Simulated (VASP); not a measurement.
The system is PbSe.

```
CELL_PARAMETERS angstrom
0.00000 3.44879 3.44879
3.44879 0.00000 3.44879
3.44879 3.44879 0.00000
ATOMIC_POSITIONS crystal
Pb 0.00000 0.00000 0.00000
Se 0.25000 0.25000 0.25000
```

| Property | Result |
| --- | --- |
| Program | VASP 6.6.1 |
| Task | relaxation of cell and atoms |
| Functional | PBEsol |
| Potentials or basis | VASP PAW PBE potentials, release 64 (Pb_d, Se) |
| Cutoff | 600 eV |
| k mesh | 6 × 6 × 6 |
| Occupations | fermi-dirac, width 0.02 eV |
| Spin | no spin polarisation |

At the start: pressure -1.5 GPa; volume 41.02 Å³/atom.

**Question.** Where does the relaxation end?

**Answer.** Over 3 steps the energy falls by 9.6 meV/atom and the volume is 39.06 Å³/atom (-4.8 %); space group F-43m (No. 216, to 0.1 Å) before and after.

Step by step:
| step | energy change (eV) | largest force (eV/Å) | pressure (GPa) | volume (Å³) |
| --- | --- | --- | --- | --- |
| 1 | 0.0000 | 0.0000 | -1.51 | 82.04 |
| 2 | -0.0188 | 0.0000 | 0.27 | 77.53 |
| 3 | -0.0193 | 0.0000 | 0.00 | 78.12 |

Final structure:
```yaml
crystal:
  lattice:
    - [0.00000, 3.39299, 3.39299]
    - [3.39299, 0.00000, 3.39299]
    - [3.39299, 3.39299, 0.00000]
  atoms:
    - { symbol: Pb, position: [0.00000, 0.00000, 0.00000] }
    - { symbol: Se, position: [0.25000, 0.25000, 0.25000] }
```

Caveat: the structure was generated, so it needn't be the stable form of PbSe; the PAW data sets were made with another functional, which shifts forces and pressure a little.
